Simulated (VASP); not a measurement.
# Ta (Im-3m) in VASP: a series of runs, part 2 of 2

VASP 6.6.1. The steps go on from the part before.

### 3 Single point, LDA

This run uses another cell than the first one, of 17.56 Å³/atom, 1.019 times its volume.

Input file INCAR:

```
SYSTEM = Ta
ALGO     = Normal         ! electronic algorithm
EDIFF    = 1E-6           ! SCF threshold, eV
ENCUT    = 500            ! plane-wave cutoff, eV
GGA      = CA             ! functional
GGA_COMPAT= .FALSE.      
ISIF     = 2              ! what is computed and relaxed
ISMEAR   = -1             ! smearing method
LASPH    = .TRUE.         ! aspherical terms in the spheres
LCHARG   = .FALSE.        ! write CHGCAR
LREAL    = .FALSE.        ! projectors in reciprocal space
LWAVE    = .FALSE.        ! write WAVECAR
NBANDS   = 12             ! bands
NELM     = 120            ! most SCF steps
PREC     = Accurate       ! precision mode
SIGMA    = 0.05           ! smearing width, eV
```

Input file KPOINTS:

```
k-points
0
G
  11 11 11
  0 0 0
```

Input file POSCAR:

```
Ta
1.0
   -1.6375149930      1.6375149930      1.6375149930
    1.6375149930     -1.6375149930      1.6375149930
    1.6375149930      1.6375149930     -1.6375149930
Ta
1
Direct
    0.0000000000      0.0000000000      0.0000000000
```

Potentials or basis: VASP PAW LDA potentials, release 64 (Ta_pv).

Run with:

```bash
cat potpaw_LDA.64/Ta_pv/POTCAR > POTCAR
mpirun -np 1 vasp_std > vasp.out
```

OUTCAR:

```text
SYSTEM = Ta
   EDIFF = 1E-6
   ENCUT = 500
   GGA = CA
   ISIF = 2
   ISMEAR = -1
   LASPH = .TRUE.
   LREAL = .FALSE.
   NELM = 120
   PREC = Accurate

 ion  position               nearest neighbor table
   1  0.000  0.000  0.000-

  LATTYP: Found a body centered cubic cell.
 ALAT       =     3.2750299860

  Lattice vectors:

 A1 = (  -1.6375149930,   1.6375149930,   1.6375149930)
 A2 = (   1.6375149930,  -1.6375149930,   1.6375149930)
 A3 = (   1.6375149930,   1.6375149930,  -1.6375149930)

Analysis of symmetry for initial positions (statically):
=====================================================================
 Subroutine PRICEL returns:
 Original cell was already a primitive cell.

 Routine SETGRP: Setting up the symmetry group for a
 body centered cubic supercell.

 Subroutine GETGRP returns: Found 48 space group operations
 (whereof 48 operations were pure point group operations)
 out of a pool of 48 trial point group operations.

The static configuration has the point symmetry O_h .

Analysis of symmetry for dynamics (positions and initial velocities):
=====================================================================
 Subroutine PRICEL returns:
 Original cell was already a primitive cell.

 Routine SETGRP: Setting up the symmetry group for a
 body centered cubic supercell.

 Subroutine GETGRP returns: Found 48 space group operations
 (whereof 48 operations were pure point group operations)
 out of a pool of 48 trial point group operations.

The dynamic configuration has the point symmetry O_h .

 Subroutine INISYM returns: Found 48 space group operations
 (whereof 48 operations are pure point group operations),
 and found     1 'primitive' translations

----------------------------------------------------------------------------------------

                                     Primitive cell

  volume of cell :      17.5637

  direct lattice vectors                    reciprocal lattice vectors
    -1.637514993  1.637514993  1.637514993     0.000000000  0.305340716  0.305340716
     1.637514993 -1.637514993  1.637514993     0.305340716  0.000000000  0.305340716
     1.637514993  1.637514993 -1.637514993     0.305340716  0.305340716  0.000000000

  length of vectors
     2.836259166  2.836259166  2.836259166     0.431816981  0.431816981  0.431816981

  position of ions in fractional coordinates (direct lattice)
     0.000000000  0.000000000  0.000000000

  ion indices of the primitive-cell ions
   primitive index   ion index
                 1           1

----------------------------------------------------------------------------------------

 KPOINTS: k-points

Automatic generation of k-mesh.
 Grid dimensions read from file:
 generate k-points for:   11   11   11

 Generating k-lattice:

  Cartesian coordinates                     Fractional coordinates (reciprocal lattice)
     0.000000000  0.027758247  0.027758247     0.090909091  0.000000000  0.000000000
     0.027758247  0.000000000  0.027758247     0.000000000  0.090909091  0.000000000
     0.027758247  0.027758247  0.000000000     0.000000000  0.000000000  0.090909091

  Length of vectors
     0.039256089  0.039256089  0.039256089

  Shift w.r.t. Gamma in fractional coordinates (k-lattice)
     0.000000000  0.000000000  0.000000000

 Subroutine IBZKPT returns following result:
 ===========================================

 Found     56 irreducible k-points:

 Following reciprocal coordinates:
            Coordinates               Weight
  0.000000  0.000000  0.000000      1.000000
  0.090909  0.000000  0.000000     12.000000
  0.181818  0.000000  0.000000     12.000000
  0.272727  0.000000  0.000000     12.000000
  0.363636  0.000000  0.000000     12.000000
  0.454545  0.000000  0.000000     12.000000
[... 16 lines left out ...]
  0.272727  0.181818  0.090909     48.000000
  0.363636  0.181818  0.090909     24.000000
 [... further k-points ...]
   k-points           NKPTS =     56   k-points in BZ     NKDIM =     56   number of bands    NBANDS=     12
   number of dos      NEDOS =    301   number of ions     NIONS =      1
   total plane-waves  NPLWV =  13824
   dimension x,y,z NGX =    24 NGY =   24 NGZ =   24
   dimension x,y,z NGXF=    48 NGYF=   48 NGZF=   48
   ions per type =               1
   NGX,Y,Z   is equivalent  to a cutoff of  14.07, 14.07, 14.07 a.u.
   NGXF,Y,Z  is equivalent  to a cutoff of  28.13, 28.13, 28.13 a.u.
 SYSTEM =  Ta
   PREC   = accura    normal or accurate (medium, high low for compatibility)
   ISTART =      0    job   : 0-new  1-cont  2-samecut
   ICHARG =      2    charge: 1-file 2-atom 10-const
   ISPIN  =      1    spin polarized calculation?
   LNONCOLLINEAR =      F non collinear calculations
   LSORBIT =      F    spin-orbit coupling
   LASPH  =      T    aspherical Exc in radial PAW
   ENCUT  =  500.0 eV  36.75 Ry    6.06 a.u.   5.17  5.17  5.17*2*pi/ulx,y,z
   NELM   =    120;   NELMIN=  2; NELMDL= -5     # of ELM steps
   EDIFF  = 0.1E-05   stopping-criterion for ELM
   LREAL  =      F    real-space projection
   EDIFFG = 0.1E-04   stopping-criterion for IOM
   NSW    =      0    number of steps for IOM
   IBRION =     -1    ionic relax: 0-MD 1-quasi-New 2-CG
   NFREE  =      0    steps in history (QN), initial steepest desc. (CG)
   ISIF   =      2    stress and relaxation
   ISYM   =      2    0-nonsym 1-usesym 2-fastsym
   POTIM  = 0.5000    time-step for ionic-motion
   TEBEG  =    0.0;   TEEND  =   0.0 temperature during run
   PSTRESS=    0.0 pullay stress
   NELECT =      11.0000    total number of electrons
   NUPDOWN=      -1.0000    fix difference up-down
   EMIN   =  10.00;   EMAX   =-10.00  energy-range for DOS
   EFERMI =   0.00;   METHOD = LEGACY
   ISMEAR =    -1;   SIGMA  =   0.05  broadening in eV -4-tet -1-fermi 0-gaus
   EFERMI_NEDOS =   21; number of points for ismear=-14 and -15
   IALGO  =     38    algorithm
   IMIX   =      4    mixing-type and parameters
     AMIX     =   0.40;   BMIX     =  1.00
     AMIX_MAG =   1.60;   BMIX_MAG =  1.00
  volume/ion in A,a.u.               =      17.56       118.53
  Fermi-wavevector in a.u.,A,eV,Ry     =   1.400663  2.646870 26.692698  1.961858
  Thomas-Fermi vector in A             =   2.523602
   LORBIT       =      0    0 simple, 1 ext, 2 COOP (PROOUT), +10 PAW based schemes
   GGA     = CA    functional components
   LHFCALC =     F    Hartree Fock is set to
   AEXX    =    0.0000 exact exchange contribution
   IVDW    =     0    specifies the selected vdW correction
   LEPSILON=     F    determine dielectric tensor
   LRPA    =     F    only Hartree local field effects (RPA)
 non-spin polarized calculation
  energy-cutoff  :      500.00
  volume of cell :       17.56
 maximum number of plane-waves:       458
 NGX is ok and might be reduce to    24
   NGX = 11   NGY = 11   NGZ = 11

 number of electron      11.0000002 magnetization

 Free energy of the ion-electron system (eV)
  ---------------------------------------------------
  ext. energy  EPLUGINS =         0.00000000
  ---------------------------------------------------
  free energy    TOTEN  =       -12.83583917 eV

  energy without entropy =      -12.82883545  energy(sigma->0) =      -12.83233731

 E-fermi :   5.6083     XC(G=0): -12.9246

 val. band max:        5.5566132642   @ k =  -0.4545  -0.4545   0.0909
 cond. band min:       5.6767967621   @ k =  -0.1818   0.2727   0.0909
 fundamental gap:      0.1201834978
 Fermi energy:         5.6083327830

 k-point     1 :       0.0000    0.0000    0.0000
  band No.  band energies     occupation
      1     -27.1942      2.00000
      2     -27.1942      2.00000
      3     -27.1942      2.00000
      4      -2.3264      2.00000
      5       6.2774      0.00000
      6       6.2774      0.00000
      7       6.2774      0.00000
      8       9.6266      0.00000
      9       9.6266      0.00000
     10      19.3762      0.00000
     11      20.8039      0.00000
     12      20.8039      0.00000

 k-point     2 :       0.0909    0.0000    0.0000
  band No.  band energies     occupation
      1     -27.3068      2.00000
      2     -27.2286      2.00000
      3     -27.1949      2.00000
      4      -1.9473      2.00000
      5       6.0375      0.00037
      6       6.1993      0.00001
      7       6.6516      0.00000
      8       9.2699      0.00000
      9       9.6299      0.00000
     10      19.3760      0.00000
     11      21.1318      0.00000
     12      21.4616      0.00000
[... 316 lines left out ...]
 k-point    24 :       0.3636    0.1818    0.0909
  band No.  band energies     occupation
      1     -28.2661      2.00000
      2     -27.7861      2.00000
      3     -27.4090      2.00000
      4       2.7234      2.00000
      5       3.9602      2.00000
      6       5.7612      0.08984
      7      10.0784      0.00000
      8      10.6648      0.00000
      9      14.9887      0.00000
     10      16.0445      0.00000
     11      19.3281      0.00000
     12      19.3841      0.00000

 [... further k-points ...]
[... 5 lines left out ...]
  --------------------------------------------------------------------------------------
  -------------------------------------------------------------------------------------
  Total       -0.3915687     -0.3915687     -0.3915687      0.0000000     -0.0000000     -0.0000000
  in kB      -35.7192826    -35.7192826    -35.7192826      0.0000000     -0.0000000     -0.0000000
  external PRESSURE =     -35.7192826 kB  Pullay stress =       0.0000000 kB

 VOLUME and BASIS-vectors are now :
 -----------------------------------------------------------------------------
  energy-cutoff  :      500.00
  volume of cell :       17.56
      direct lattice vectors                 reciprocal lattice vectors
    -1.637514993  1.637514993  1.637514993     0.000000000  0.305340716  0.305340716
     1.637514993 -1.637514993  1.637514993     0.305340716  0.000000000  0.305340716
     1.637514993  1.637514993 -1.637514993     0.305340716  0.305340716  0.000000000

 POSITION                                       TOTAL-FORCE (eV/Angst)
 -----------------------------------------------------------------------------------
      0.00000      0.00000      0.00000         0.000000     -0.000000      0.000000
 -----------------------------------------------------------------------------------
    total drift:                               -0.000000      0.000000     -0.000000

  FREE ENERGIE OF THE ION-ELECTRON SYSTEM (eV)
  ---------------------------------------------------
  free  energy   TOTEN  =       -12.8358391665 eV

  energy  without entropy=      -12.8288354528  energy(sigma->0) =      -12.83233731
```

Run time: 12 s. Hardware: 1 thread of Intel Xeon 8259CL, shared host; peak memory 0.13 GiB.

What came out:

```
Free energy : -12.8358 eV
Pressure    : -3.6 GPa
```

Levels at points of the mesh, in eV from the Fermi level:
```csv
k point,band 3,band 4,band 5,band 6,band 7,band 8
"(0.00, 0.00, 0.00)",-32.80,-7.93,0.67,0.67,0.67,4.02
```

Caveat: spin-orbit coupling is left out, which moves the levels of the heavy elements.
